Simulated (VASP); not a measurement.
Write the native input for VASP 6.6.1 that does the following.

```
Task                   : single point
Functional             : PBE
Potentials or basis    : VASP PAW PBE potentials, release 64 (Zr_sv, Mo_sv, S)
Cutoff                 : 520 eV
k mesh                 : 4 × 4 × 4
Occupations            : gaussian, width 0.1 eV
Spin                   : collinear spin, ferromagnetic start
Starting moments       : [0.0, 1.0, 0.0, 0.0, 0.0] μB
Dipole correction      : no
Further INCAR settings : ALGO = Normal; EDIFF = 1e-06; NBANDS = 34
```

The structure of ZrMoS3 lies in POSCAR:

```
ZrMoS3
1.0
    4.6239436032      0.0000000000      0.0000000000
    0.0000000000      4.6239436032      0.0000000000
    0.0000000000      0.0000000000      4.6239436032
Zr Mo S
1 1 3
Direct
    0.0000000000      0.0000000000      0.0000000000
    0.5000000000      0.5000000000      0.5000000000
    0.0000000000      0.5000000000      0.5000000000
    0.5000000000      0.0000000000      0.5000000000
    0.5000000000      0.5000000000      0.0000000000
```

One way to write it, as run:

INCAR

```
  ALGO = Normal
  EDIFF = 1E-6
  ENCUT = 520
  GGA = PE
  ISIF = 2
  ISMEAR = 0
  ISPIN = 2
  LASPH = True
  LCHARG = True
  LELF = True
  LMAXMIX = 4
  LORBIT = 11
  LREAL = False
  LVHAR = True
  LWAVE = False
  MAGMOM = 0 1 0 0 0
  NBANDS = 34
  NELM = 150
  PREC = Accurate
  SIGMA = 0.1
```

KPOINTS

```
k-points
0
Gamma
  4 4 4
```

Potentials or basis: VASP PAW PBE potentials, release 64 (Zr_sv, Mo_sv, S).

The run is started by

```bash
$ cat potpaw_PBE.64/Zr_sv/POTCAR potpaw_PBE.64/Mo_sv/POTCAR potpaw_PBE.64/S/POTCAR > POTCAR
$ mpirun -np 1 vasp_std > vasp.out
```

Results of the run:

```yaml
Pressure: 0.2 GPa
Band_gap_on_the_k_mesh: zero (filled and empty bands overlap)
Net_moment: 0.00 μB per cell
Valence_electrons_inside_the_program's_atomic_spheres: Zr 9.44; Mo 12.60; S 3.74
```

Wall time 73 s on 1 thread of Intel(R) Xeon(R) Platinum 8124M CPU @ 3.00GHz (Skylake/Cascade Lake), with other jobs on the host, peak memory 0.26 GiB.
